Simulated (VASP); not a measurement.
Here is a VASP 6.6.1 calculation.

Contents of POSCAR:

```
PbO
1.0
    3.5770634157      0.0000000000      0.0000000000
   -1.7885317078      3.0978277889      0.0000000000
    0.0000000000      0.0000000000      3.3015723115
Pb O
1 1
Direct
    0.0000000000      0.0000000000      0.0000000000
    0.6666666667      0.3333333333      0.5000000000
```

Contents of INCAR.step1:

```
PREC = Accurate
ENCUT = 600
ISMEAR = 0
SIGMA = 0.05
LREAL = False
LASPH = True
NELM = 60
GGA = PE
ALGO = Normal
EDIFF = 1E-4
LWAVE = True
LCHARG = False
```

Contents of INCAR.step2:

```
PREC = Accurate
ENCUT = 600
EDIFF = 1E-6
ISMEAR = 0
SIGMA = 0.05
LREAL = False
LASPH = True
NELM = 60
ALGO = Normal
ISIF = 4
LWAVE = False
LCHARG = False
METAGGA = R2SCAN
LMIXTAU = True
IBRION = 2
NSW = 60
EDIFFG = -0.01
ISTART = 1
```

KPOINTS

```
Automatic mesh
0
Gamma
  12 12 10
```

Potentials or basis: VASP PAW PBE potentials, release 64 (Pb_d, O).

Launch:

```sh
$ cat potpaw_PBE.64/Pb_d/POTCAR potpaw_PBE.64/O/POTCAR > POTCAR
$ cp INCAR.step1 INCAR
$ mpirun -np 1 vasp_std > vasp.out
$ cp INCAR.step2 INCAR
$ mpirun -np 1 vasp_std > vasp.out
```

(1) What does it give for the band gap on the k mesh?

Results:

(1) 0.28 eV, indirect (least direct gap 0.35 eV).

Caveat: spin-orbit coupling is left out, which moves the levels of the heavy elements.
